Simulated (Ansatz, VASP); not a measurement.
HfN: VASP beside Ansatz

Contents of INCAR:

```
SYSTEM = HfN
ALGO     = Normal         ! electronic algorithm
EDIFF    = 1E-6           ! SCF threshold, eV
ENCUT    = 520            ! plane-wave cutoff, eV
GGA      = CA             ! functional
ISIF     = 2              ! what is computed and relaxed
ISMEAR   = 0              ! smearing method
LASPH    = .True.         ! aspherical terms in the spheres
LCHARG   = .False.        ! write CHGCAR
LREAL    = .False.        ! projectors in reciprocal space
LWAVE    = .False.        ! write WAVECAR
NBANDS   = 23             ! bands
NELM     = 60             ! most SCF steps
PREC     = Accurate       ! precision mode
SIGMA    = 0.15           ! smearing width, eV
```

The input KPOINTS:

```
k-points
0
Gamma
  14 14 10
  0 0 0
```

File POSCAR:

```
HfN
1.0
    0.0000000000     -2.2339756809     -2.2339756809
    0.0000000000      2.2339756809     -2.2339756809
    4.4679513618      0.0000000000      0.0000000000
Hf N
2 2
Direct
    0.5100327557      0.4899672443      0.5000000000
   -0.0100327557      0.0100327557      0.0000000000
    0.5093403352      0.4906596648      0.0000000000
   -0.0093403352      0.0093403352      0.5000000000
```

Input for Ansatz:

```yaml
crystal:
  lattice:
    - [0.0, -2.2339756809, -2.2339756809]
    - [0.0, 2.2339756809, -2.2339756809]
    - [4.4679513618, 0.0, 0.0]
  atoms:
    - { symbol: Hf, position: [0.5100327557, 0.4899672443, 0.5] }
    - { symbol: Hf, position: [-0.0100327557, 0.0100327557, 0.0] }
    - { symbol: "N", position: [0.5093403352, 0.4906596648, 0.0] }
    - { symbol: "N", position: [-0.0093403352, 0.0093403352, 0.5] }
basis:
  ecutwfc: 520.0
kpoints:
  mp_grid: { grid: [14, 14, 10] }
hamiltonian:
  xc: lda
  pseudopotentials: { kind: paw, azcp: { folder: soft_1 } }
scf:
  occupations: { method: gaussian, width: 0.15 }
output:
  forces: true
  stress: true
  eigenvalues: true
```

Change from the starting cell: mode 4 frozen in at -0.042 Å and mode 11 at -0.065 Å (largest displacements).

Alike in both runs: task single point; functional LDA; k mesh 14 × 14 × 10; occupations gaussian, width 0.15 eV; no spin polarisation.

|  | VASP | Ansatz |
| --- | --- | --- |
| version | VASP 6.6.1 | Ansatz 0.2.0 |
| potentials or method | VASP PAW LDA potentials, release 64 (Hf_pv, N), cutoff 520 eV | scalar-relativistic, plane waves, PAW |
| valence electrons in the cell | 30 | 62 |

```csv
,VASP,Ansatz,Ansatz less VASP
gap on the k mesh at the Fermi level (eV),none,none,-
pressure (GPa),0.1,1.2,+1.18
"traceless stress, the component that is largest in VASP (GPa)",2.42,2.42,-0.002
rms of the force components (eV/Å),0.596,0.596,+0.0001
```

Ansatz warns that its potentials were made for another functional, while VASP's fit it. LDA's correlation is that of Perdew and Zunger in VASP and of Perdew and Wang (1992) in Ansatz. Atom by atom the forces differ by 0.001 eV/Å (rms over components). A gap of «none» marks a metal or a gap that the smearing closes. VASP's potentials hold 30 valence electrons a cell and Ansatz's 62, so a difference there can come from the potentials and not from the codes.

Spin-orbit coupling is off throughout.
